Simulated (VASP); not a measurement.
Wanted: the native input for a VASP 6.6.1 run.

```yaml
Task: single point
Functional: PBE
Potentials_or_basis: VASP PAW PBE potentials, release 64 (Hf_pv, C)
Cutoff: 520 eV
k_mesh: 10 × 10 × 6
Occupations: fermi-dirac, width 0.05 eV
Spin: no spin polarisation
Dipole_correction: no
Further_INCAR_settings: ALGO = Normal; EDIFF = 1e-06; NBANDS = 22
```

The structure of HfC (NiAs type) lies in POSCAR:

```
HfC
1.0
    2.8970965407      0.0000000000      0.0000000000
   -1.4485482703      2.5089592014      0.0000000000
    0.0000000000      0.0000000000      5.2773025480
Hf C
2 2
Direct
    0.0000000000      0.0000000000      0.0000000000
    0.0000000000      0.0000000000      0.5000000000
    0.3333333333      0.6666666667      0.2500000000
    0.6666666667      0.3333333333      0.7500000000
```

The input as run:

INCAR

```
SYSTEM = HfC
PREC     = Accurate       ! precision mode
ENCUT    = 520            ! plane-wave cutoff, eV
EDIFF    = 1E-6           ! SCF threshold, eV
ISMEAR   = -1             ! smearing method
SIGMA    = 0.05           ! smearing width, eV
LREAL    = .FALSE.        ! projectors in reciprocal space
LASPH    = .TRUE.         ! aspherical terms in the spheres
NELM     = 80             ! most SCF steps
ALGO     = Normal         ! electronic algorithm
ISIF     = 2              ! what is computed and relaxed
LWAVE    = .FALSE.        ! write WAVECAR
LCHARG   = .FALSE.        ! write CHGCAR
GGA      = PE             ! functional
NBANDS   = 22             ! bands
```

KPOINTS

```
Automatic mesh
0
G
  10 10 6
  0 0 0
```

Potentials or basis: VASP PAW PBE potentials, release 64 (Hf_pv, C).

The run is started by

```bash
$ cat potpaw_PBE.64/Hf_pv/POTCAR potpaw_PBE.64/C/POTCAR > POTCAR
$ mpirun -np 1 vasp_std > vasp.out
```

Results of the run:

```
Pressure               : 128.2 GPa
Band gap on the k mesh : zero (bands 14 and 15 overlap by 2.12 eV)
```

Caveat: the cell stands under pressure; spin-orbit coupling is left out, which moves the levels of the heavy elements.

It took 31 s on 1 thread of Intel(R) Xeon(R) Platinum 8488C (Sapphire Rapids) (shared host), peak memory 0.18 GiB.
